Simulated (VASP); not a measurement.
# GaCo (Pm-3m) in VASP: further runs

Runs on GaCo. Level: PBE. Tasks: single point.

Everything below comes from runs of VASP 6.6.1. Logs are shortened: lines on timing, memory, paths and dates and some standing lists are left out, and cuts for length are marked.

### 1 The cell of the first run

It takes space group Pm-3m (No. 221, cubic). The conventional cell has a = 2.878 Å, b = 2.878 Å, c = 2.878 Å, α = 90.00°, β = 90.00°, γ = 90.00°. Within 3.3 Å of Co (site symmetry m-3m) lie 8 Ga at 2.49 Å and 6 Co at 2.88 Å. Within 3.3 Å of Ga (site symmetry m-3m) lie 8 Co at 2.49 Å and 6 Ga at 2.88 Å.

### 2 Single point, PBE

Contents of INCAR:

```
PREC = Accurate ; ENCUT = 520
EDIFF = 1E-6 ; ISMEAR = 0
SIGMA = 0.1 ; LREAL = F
LASPH = T ; NELM = 100
ALGO = Normal ; ISIF = 2
LWAVE = F ; LCHARG = F
GGA = PE ; NBANDS = 30
```

Contents of KPOINTS:

```
Automatic mesh
0
Gamma
  7 7 9
```

Contents of POSCAR:

```
GaCo
1.0
   -2.8780000000     -2.8780000000      0.0000000000
   -2.8780000000      2.8780000000      0.0000000000
    0.0000000000      0.0000000000     -2.8780000000
Co Ga
2 2
Direct
    0.0000000000      0.0000000000      0.0000000000
    0.5000000000      0.5000000000      0.0000000000
    0.0000000000      0.5000000000      0.5000000000
    0.5000000000      0.0000000000      0.5000000000
```

Potentials or basis: VASP PAW PBE potentials, release 64 (Co, Ga_d).

Started as:

```bash
$ cat potpaw_PBE.64/Co/POTCAR potpaw_PBE.64/Ga_d/POTCAR > POTCAR
$ mpirun -np 1 vasp_std > vasp.out
```

OUTCAR:

```text
PREC = Accurate
   ENCUT = 520
   EDIFF = 1E-6
   ISMEAR = 0
   LREAL = F
   LASPH = T
   NELM = 100
   ISIF = 2
   GGA = PE

 ion  position               nearest neighbor table
   1  0.000  0.000  0.000-   3 2.49   4 2.49   3 2.49   4 2.49   3 2.49   3 2.49   4 2.49   4 2.49
                             2 2.88   2 2.88   2 2.88   2 2.88
   2  0.500  0.500  0.000-   3 2.49   4 2.49   3 2.49   4 2.49   4 2.49   4 2.49   3 2.49   3 2.49
                             1 2.88   1 2.88   1 2.88   1 2.88
   3  0.000  0.500  0.500-   1 2.49   2 2.49   1 2.49   2 2.49   1 2.49   1 2.49   2 2.49   2 2.49
                             4 2.88   4 2.88   4 2.88   4 2.88
   4  0.500  0.000  0.500-   1 2.49   2 2.49   1 2.49   2 2.49   2 2.49   2 2.49   1 2.49   1 2.49
                             3 2.88   3 2.88   3 2.88   3 2.88

  LATTYP: Found a simple tetragonal cell.
 ALAT       =     4.0701066325
 C/A-ratio  =     0.7071067812

  Lattice vectors:

 A1 = (  -2.8780000000,  -2.8780000000,   0.0000000000)
 A2 = (  -2.8780000000,   2.8780000000,   0.0000000000)
 A3 = (   0.0000000000,   0.0000000000,  -2.8780000000)

Analysis of symmetry for initial positions (statically):
=====================================================================
 Subroutine PRICEL returns following result:

  LATTYP: Found a simple cubic cell.
 ALAT       =     2.8780000000

  Lattice vectors:

 A1 = (   0.0000000000,  -2.8780000000,   0.0000000000)
 A2 = (  -2.8780000000,   0.0000000000,   0.0000000000)
 A3 = (   0.0000000000,   0.0000000000,  -2.8780000000)

   2 primitive cells build up your supercell.

 Routine SETGRP: Setting up the symmetry group for a
 simple tetragonal supercell.

 Subroutine GETGRP returns: Found 16 space group operations
 (whereof 16 operations were pure point group operations)
 out of a pool of 16 trial point group operations.

The static configuration has the point symmetry D_4h.

Analysis of symmetry for dynamics (positions and initial velocities):
=====================================================================
 Subroutine PRICEL returns following result:

  LATTYP: Found a simple cubic cell.
 ALAT       =     2.8780000000

  Lattice vectors:

 A1 = (   0.0000000000,  -2.8780000000,   0.0000000000)
 A2 = (  -2.8780000000,   0.0000000000,   0.0000000000)
 A3 = (   0.0000000000,   0.0000000000,  -2.8780000000)

   2 primitive cells build up your supercell.

 Routine SETGRP: Setting up the symmetry group for a
 simple tetragonal supercell.

 Subroutine GETGRP returns: Found 16 space group operations
 (whereof 16 operations were pure point group operations)
 out of a pool of 16 trial point group operations.

The dynamic configuration has the point symmetry D_4h.

 Subroutine INISYM returns: Found 16 space group operations
 (whereof 16 operations are pure point group operations),
 and found     2 'primitive' translations

----------------------------------------------------------------------------------------

                                     Primitive cell

  volume of cell :      23.8381

  direct lattice vectors                    reciprocal lattice vectors
     0.000000000 -2.878000000  0.000000000     0.000000000 -0.347463516  0.000000000
    -2.878000000  0.000000000  0.000000000    -0.347463516  0.000000000  0.000000000
     0.000000000  0.000000000 -2.878000000     0.000000000  0.000000000 -0.347463516

  length of vectors
     2.878000000  2.878000000  2.878000000     0.347463516  0.347463516  0.347463516

  position of ions in fractional coordinates (direct lattice)
     0.000000000  0.000000000  0.000000000
     0.500000000  0.500000000  0.500000000

  ion indices of the primitive-cell ions
   primitive index   ion index
                 1           1
                 2           3

----------------------------------------------------------------------------------------

 KPOINTS: Automatic mesh

Automatic generation of k-mesh.
 Grid dimensions read from file:
 generate k-points for:    7    7    9

 Generating k-lattice:

  Cartesian coordinates                     Fractional coordinates (reciprocal lattice)
    -0.024818823 -0.024818823  0.000000000     0.142857143  0.000000000  0.000000000
    -0.024818823  0.024818823  0.000000000     0.000000000  0.142857143  0.000000000
     0.000000000  0.000000000 -0.038607057     0.000000000  0.000000000  0.111111111

  Length of vectors
     0.035099116  0.035099116  0.038607057

  Shift w.r.t. Gamma in fractional coordinates (k-lattice)
     0.000000000  0.000000000  0.000000000

 Subroutine IBZKPT returns following result:
 ===========================================

 Found     50 irreducible k-points:

 Following reciprocal coordinates:
            Coordinates               Weight
  0.000000  0.000000  0.000000      1.000000
  0.142857  0.000000  0.000000      4.000000
  0.285714  0.000000  0.000000      4.000000
  0.428571  0.000000  0.000000      4.000000
  0.142857  0.142857  0.000000      4.000000
  0.285714  0.142857  0.000000      8.000000
[... 16 lines left out ...]
  0.285714  0.000000  0.222222      8.000000
  0.428571  0.000000  0.222222      8.000000
 [... further k-points ...]
   k-points           NKPTS =     50   k-points in BZ     NKDIM =     50   number of bands    NBANDS=     30
   number of dos      NEDOS =    301   number of ions     NIONS =      4
   total plane-waves  NPLWV =  21600
   dimension x,y,z NGX =    30 NGY =   30 NGZ =   24
   dimension x,y,z NGXF=    60 NGYF=   60 NGZF=   48
   ions per type =               2   2
   NGX,Y,Z   is equivalent  to a cutoff of  12.25, 12.25, 13.86 a.u.
   NGXF,Y,Z  is equivalent  to a cutoff of  24.51, 24.51, 27.73 a.u.
 SYSTEM =  unknown system
   PREC   = accura    normal or accurate (medium, high low for compatibility)
   ISTART =      0    job   : 0-new  1-cont  2-samecut
   ICHARG =      2    charge: 1-file 2-atom 10-const
   ISPIN  =      1    spin polarized calculation?
   LNONCOLLINEAR =      F non collinear calculations
   LSORBIT =      F    spin-orbit coupling
   LASPH  =      T    aspherical Exc in radial PAW
   ENCUT  =  520.0 eV  38.22 Ry    6.18 a.u.   7.57  7.57  5.35*2*pi/ulx,y,z
   NELM   =    100;   NELMIN=  2; NELMDL= -5     # of ELM steps
   EDIFF  = 0.1E-05   stopping-criterion for ELM
   LREAL  =      F    real-space projection
   EDIFFG = 0.1E-04   stopping-criterion for IOM
   NSW    =      0    number of steps for IOM
   IBRION =     -1    ionic relax: 0-MD 1-quasi-New 2-CG
   NFREE  =      0    steps in history (QN), initial steepest desc. (CG)
   ISIF   =      2    stress and relaxation
   ISYM   =      2    0-nonsym 1-usesym 2-fastsym
   POTIM  = 0.5000    time-step for ionic-motion
   TEBEG  =    0.0;   TEEND  =   0.0 temperature during run
   PSTRESS=    0.0 pullay stress
   NELECT =      44.0000    total number of electrons
   NUPDOWN=      -1.0000    fix difference up-down
   EMIN   =  10.00;   EMAX   =-10.00  energy-range for DOS
   EFERMI =   0.00;   METHOD = LEGACY
   ISMEAR =     0;   SIGMA  =   0.10  broadening in eV -4-tet -1-fermi 0-gaus
   EFERMI_NEDOS =   21; number of points for ismear=-14 and -15
   IALGO  =     38    algorithm
   IMIX   =      4    mixing-type and parameters
     AMIX     =   0.40;   BMIX     =  1.00
     AMIX_MAG =   1.60;   BMIX_MAG =  1.00
  volume/ion in A,a.u.               =      11.92        80.43
  Fermi-wavevector in a.u.,A,eV,Ry     =   1.593890  3.012015 34.565389  2.540484
  Thomas-Fermi vector in A             =   2.692049
   LORBIT       =      0    0 simple, 1 ext, 2 COOP (PROOUT), +10 PAW based schemes
   GGA     = PE    functional components
   LHFCALC =     F    Hartree Fock is set to
   AEXX    =    0.0000 exact exchange contribution
   IVDW    =     0    specifies the selected vdW correction
   LEPSILON=     F    determine dielectric tensor
   LRPA    =     F    only Hartree local field effects (RPA)
 non-spin polarized calculation
 Gauss-broadening in eV      SIGMA  =   0.10
  energy-cutoff  :      520.00
  volume of cell :       47.68
 maximum number of plane-waves:      1299
 NGX is ok and might be reduce to    30
   NGX = 15   NGY = 15   NGZ = 11

 number of electron      44.0000053 magnetization

 Free energy of the ion-electron system (eV)
  ---------------------------------------------------
  ext. energy  EPLUGINS =         0.00000000
  ---------------------------------------------------
  free energy    TOTEN  =       -20.95978107 eV

  energy without entropy =      -20.94444660  energy(sigma->0) =      -20.95211383

 E-fermi :   9.8240     XC(G=0): -13.1893

 val. band max:        9.8140737499   @ k =   0.1429   0.1429   0.1111
 cond. band min:       9.8381823793   @ k =   0.4286   0.2857   0.4444
 fundamental gap:      0.0241086293
 Fermi energy:         9.8240165157

 k-point     1 :       0.0000    0.0000    0.0000
  band No.  band energies     occupation
      1      -5.3906      2.00000
      2      -5.3897      2.00000
      3      -5.3764      2.00000
      4      -5.2433      2.00000
      5      -5.1566      2.00000
      6      -5.1566      2.00000
[... 22 lines left out ...]
     29      20.8385      0.00000
     30      20.8393      0.00000

 k-point     2 :       0.1429    0.0000    0.0000
  band No.  band energies     occupation
      1      -5.3790      2.00000
      2      -5.3686      2.00000
      3      -5.3552      2.00000
      4      -5.2474      2.00000
      5      -5.1509      2.00000
      6      -5.1479      2.00000
[... 22 lines left out ...]
     29      21.0793      0.00000
     30      21.1724      0.00000

 k-point     3 :       0.2857    0.0000    0.0000
  band No.  band energies     occupation
      1      -5.3514      2.00000
      2      -5.3056      2.00000
      3      -5.2987      2.00000
      4      -5.2600      2.00000
      5      -5.1348      2.00000
      6      -5.1251      2.00000
[... 22 lines left out ...]
     29      20.3877      0.00000
     30      21.3626      0.00000

 k-point     4 :       0.4286    0.0000    0.0000
  band No.  band energies     occupation
      1      -5.3167      2.00000
      2      -5.2849      2.00000
      3      -5.2209      2.00000
      4      -5.2107      2.00000
      5      -5.1460      2.00000
      6      -5.1119      2.00000
[... 22 lines left out ...]
     29      19.0384      0.00000
     30      21.5711      0.00000

 k-point     5 :       0.1429    0.1429    0.0000
  band No.  band energies     occupation
      1      -5.3796      2.00000
      2      -5.3394      2.00000
      3      -5.3352      2.00000
      4      -5.2516      2.00000
      5      -5.1538      2.00000
      6      -5.1315      2.00000
[... 22 lines left out ...]
     29      20.9099      0.00000
     30      21.1165      0.00000
[... 526 lines left out ...]
     29      17.4164      0.00000
     30      20.1641      0.00000

 k-point    22 :       0.1429    0.0000    0.2222
  band No.  band energies     occupation
      1      -5.3474      2.00000
      2      -5.3290      2.00000
      3      -5.2674      2.00000
      4      -5.2124      2.00000
      5      -5.2120      2.00000
      6      -5.0989      2.00000
[... 22 lines left out ...]
     29      16.8273      0.00000
     30      20.2454      0.00000

 k-point    23 :       0.2857    0.0000    0.2222
  band No.  band energies     occupation
      1      -5.2884      2.00000
      2      -5.2814      2.00000
      3      -5.2340      2.00000
      4      -5.1960      2.00000
      5      -5.1941      2.00000
      6      -5.1177      2.00000
[... 22 lines left out ...]
     29      16.7778      0.00000
     30      20.7872      0.00000

 k-point    24 :       0.4286    0.0000    0.2222
  band No.  band energies     occupation
      1      -5.2154      2.00000
      2      -5.2001      2.00000
      3      -5.1930      2.00000
      4      -5.1751      2.00000
      5      -5.1691      2.00000
      6      -5.1509      2.00000
[... 22 lines left out ...]
     29      19.7819      0.00000
     30      21.7858      0.00000

 [... further k-points ...]

------------------------ aborting loop because EDIFF is reached ----------------------------------------

  FORCE on cell =-STRESS in cart. coord.  units (eV):
  Direction    XX          YY          ZZ          XY          YZ          ZX
  --------------------------------------------------------------------------------------
  -------------------------------------------------------------------------------------
  Total        0.2902201      0.2902201      0.2256259      0.0000000     -0.0000000      0.0000000
  in kB        9.7529426      9.7529426      7.5822340      0.0000000     -0.0000000      0.0000000
  external PRESSURE =       9.0293731 kB  Pullay stress =       0.0000000 kB

 VOLUME and BASIS-vectors are now :
 -----------------------------------------------------------------------------
  energy-cutoff  :      520.00
  volume of cell :       47.68
      direct lattice vectors                 reciprocal lattice vectors
    -2.878000000 -2.878000000  0.000000000    -0.173731758 -0.173731758  0.000000000
    -2.878000000  2.878000000  0.000000000    -0.173731758  0.173731758  0.000000000
     0.000000000  0.000000000 -2.878000000     0.000000000  0.000000000 -0.347463516

 POSITION                                       TOTAL-FORCE (eV/Angst)
 -----------------------------------------------------------------------------------
      0.00000      0.00000      0.00000         0.000000     -0.000000      0.000000
     -2.87800      0.00000      0.00000         0.000000      0.000000     -0.000000
     -1.43900      1.43900     -1.43900        -0.000000      0.000000      0.000000
     -1.43900     -1.43900     -1.43900        -0.000000      0.000000      0.000000
 -----------------------------------------------------------------------------------
    total drift:                               -0.000000      0.000000      0.000000

  FREE ENERGIE OF THE ION-ELECTRON SYSTEM (eV)
  ---------------------------------------------------
  free  energy   TOTEN  =       -20.9597810685 eV

  energy  without entropy=      -20.9444466006  energy(sigma->0) =      -20.95211383
```

It took 94 s on 1 thread of Oxide Virtual Turin-like, shared host; peak memory 0.16 GiB.

Results:

- Free energy: -20.9598 eV
- Pressure: 0.9 GPa
- Band gap on the k mesh: zero (bands 22 and 23 overlap by 0.74 eV)

Caveat: the run has no spin polarisation, though such a crystal can be magnetic. Spin polarisation is off, so any magnetic state and its effect on volume and gap are missing.

### 3 Single point, PBE, collinear spin, antiferromagnetic start

Contents of INCAR:

```
SYSTEM = GaCo
PREC     = Accurate       ! precision mode
ENCUT    = 520            ! plane-wave cutoff, eV
EDIFF    = 1E-7           ! SCF threshold, eV
ISMEAR   = 0              ! smearing method
SIGMA    = 0.1            ! smearing width, eV
LREAL    = .False.        ! projectors in reciprocal space
LASPH    = .True.         ! aspherical terms in the spheres
NELM     = 150            ! most SCF steps
ALGO     = Normal         ! electronic algorithm
ISIF     = 2              ! what is computed and relaxed
LWAVE    = .False.        ! write WAVECAR
LCHARG   = .False.        ! write CHGCAR
ISPIN    = 2              ! spin polarisation
MAGMOM   = 3 -3 0 0       ! initial moments
LORBIT   = 11             ! projections on sites
LMAXMIX  = 4              ! l up to which the mixer works
GGA      = PE             ! functional
NBANDS   = 34             ! bands
```

Contents of KPOINTS:

```
Automatic mesh
0
Gamma
  7 7 9
  0 0 0
```

POSCAR is that of step 2.

Potentials or basis: VASP PAW PBE potentials, release 64 (Co, Ga_d).

Started as:

```bash
$ cat potpaw_PBE.64/Co/POTCAR potpaw_PBE.64/Ga_d/POTCAR > POTCAR
$ mpirun -np 1 vasp_std > vasp.out
```

OUTCAR:

```text
SYSTEM = GaCo
   PREC = Accurate
   ENCUT = 520
   EDIFF = 1E-7
   ISMEAR = 0
   LREAL = .False.
   LASPH = .True.
   NELM = 150
   ISIF = 2
   ISPIN = 2
   LORBIT = 11
   GGA = PE

 ion  position               nearest neighbor table
   1  0.000  0.000  0.000-   3 2.49   4 2.49   3 2.49   4 2.49   3 2.49   3 2.49   4 2.49   4 2.49
                             2 2.88   2 2.88   2 2.88   2 2.88
   2  0.500  0.500  0.000-   3 2.49   4 2.49   3 2.49   4 2.49   4 2.49   4 2.49   3 2.49   3 2.49
                             1 2.88   1 2.88   1 2.88   1 2.88
   3  0.000  0.500  0.500-   1 2.49   2 2.49   1 2.49   2 2.49   1 2.49   1 2.49   2 2.49   2 2.49
                             4 2.88   4 2.88   4 2.88   4 2.88
   4  0.500  0.000  0.500-   1 2.49   2 2.49   1 2.49   2 2.49   2 2.49   2 2.49   1 2.49   1 2.49
                             3 2.88   3 2.88   3 2.88   3 2.88

  LATTYP: Found a simple tetragonal cell.
[... 2041 lines left out ...]
 -----------------------------------------------------------------------------------
      0.00000      0.00000      0.00000        -0.000000     -0.000000      0.000000
     -2.87800      0.00000      0.00000         0.000000      0.000000     -0.000000
     -1.43900      1.43900     -1.43900        -0.000000     -0.000000      0.000000
     -1.43900     -1.43900     -1.43900        -0.000000     -0.000000      0.000000
 -----------------------------------------------------------------------------------
    total drift:                               -0.000000      0.000000      0.000000

  FREE ENERGIE OF THE ION-ELECTRON SYSTEM (eV)
  ---------------------------------------------------
  free  energy   TOTEN  =       -20.9609458760 eV

  energy  without entropy=      -20.9488606775  energy(sigma->0) =      -20.95490328

 total charge

# of ion       s       p       d       tot
------------------------------------------
    1        0.387   0.453   7.514   8.353
    2        0.387   0.453   7.514   8.353
    3        0.847   0.888  10.052  11.786
    4        0.847   0.888  10.052  11.786
--------------------------------------------------
tot          2.468   2.681  35.130  40.280

 magnetization (x)

# of ion       s       p       d       tot
------------------------------------------
    1        0.001   0.000   0.185   0.186
    2       -0.001  -0.000  -0.185  -0.186
    3        0.000   0.000   0.000   0.000
    4        0.000   0.000   0.000   0.000
--------------------------------------------------
tot          0.000   0.000   0.000   0.000
```

stdout:

```text
POSCAR found type information on POSCAR CoGa
 POSCAR found :  2 types and       4 ions
 scaLAPACK will be used
 LDA part: xc-table for (Slater+PW92), standard interpolation
 POSCAR, INCAR and KPOINTS ok, starting setup
 FFT: planning ... GRIDC
 FFT: planning ... GRID_SOFT
 FFT: planning ... GRID
 WAVECAR not read
 entering main loop
```

Wall time 5.6 min (1 thread of Oxide Virtual Turin-like, shared host); peak memory 0.22 GiB.

Results:

```yaml
Free_energy: -20.9609 eV
Pressure: 1.0 GPa
Band_gap_on_the_k_mesh: zero (filled and empty bands overlap)
Net_moment: 0.00 μB per cell
Site_moments: Co +0.19, -0.19; Ga +0.00 μB
Valence_electrons_inside_the_program's_atomic_spheres: Co 8.35; Ga 11.79
```

The gap in the log of VASP goes by the Fermi energy; the results here count the filled bands.